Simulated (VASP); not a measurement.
Set up this calculation in VASP 6.6.1, as the native input.

```
Task                   : single point
Functional             : PBE
Potentials or basis    : VASP PAW PBE potentials, release 64 (Si, Ge_d, Pt)
Cutoff                 : 520 eV
k mesh                 : 6 × 6 × 4
Occupations            : gaussian, width 0.1 eV
Spin                   : no spin polarisation
Dipole correction      : no
Further INCAR settings : ALGO = Normal; EDIFF = 1e-06; NBANDS = 29
```

The structure of Si4GePt lies in POSCAR:

```
Si4GePt
1.0
    4.3552654333      0.0000000026      0.0000000000
   -2.1776327189      3.7717705042      0.0000000000
    0.0000000000      0.0000000000      5.9305764486
Si Ge Pt
4 1 1
Direct
    0.3333333333      0.6666666667      0.2840468467
    0.3333333333      0.6666666667      0.7159531533
    0.6666666667      0.3333333333      0.7159531533
    0.6666666667      0.3333333333      0.2840468467
    0.0000000000      0.0000000000      0.0000000000
    0.0000000000      0.0000000000      0.5000000000
```

The cell was generated, and may not be a known phase.

One way to write it, as run:

INCAR

```
SYSTEM = Si4GePt
  PREC = Accurate
  ENCUT = 520
  EDIFF = 1E-6
  ISMEAR = 0
  SIGMA = 0.1
  LREAL = .False.
  LASPH = .True.
  NELM = 80
  ALGO = Normal
  ISIF = 2
  LWAVE = .False.
  LCHARG = .True.
  GGA = PE
  LELF = .True.
  LVHAR = .True.
  NBANDS = 29
```

KPOINTS

```
Automatic mesh
0
Gamma
  6 6 4
  0 0 0
```

Potentials or basis: VASP PAW PBE potentials, release 64 (Si, Ge_d, Pt).

The run is started by

```console
$ cat potpaw_PBE.64/Si/POTCAR potpaw_PBE.64/Ge_d/POTCAR potpaw_PBE.64/Pt/POTCAR > POTCAR
$ mpirun -np 1 vasp_std > vasp.out
```

It gave:

- Pressure: 0.0 GPa
- Largest force: 0.004 eV/Å
- Band gap on the k mesh: zero (bands 20 and 21 overlap by 2.02 eV)

Caveat: spin-orbit coupling is left out, which moves the levels of the heavy elements.

It took 37 s on 1 thread of Intel(R) Xeon(R) Platinum 8488C (Sapphire Rapids), with other jobs on the host, peak memory 0.24 GiB.
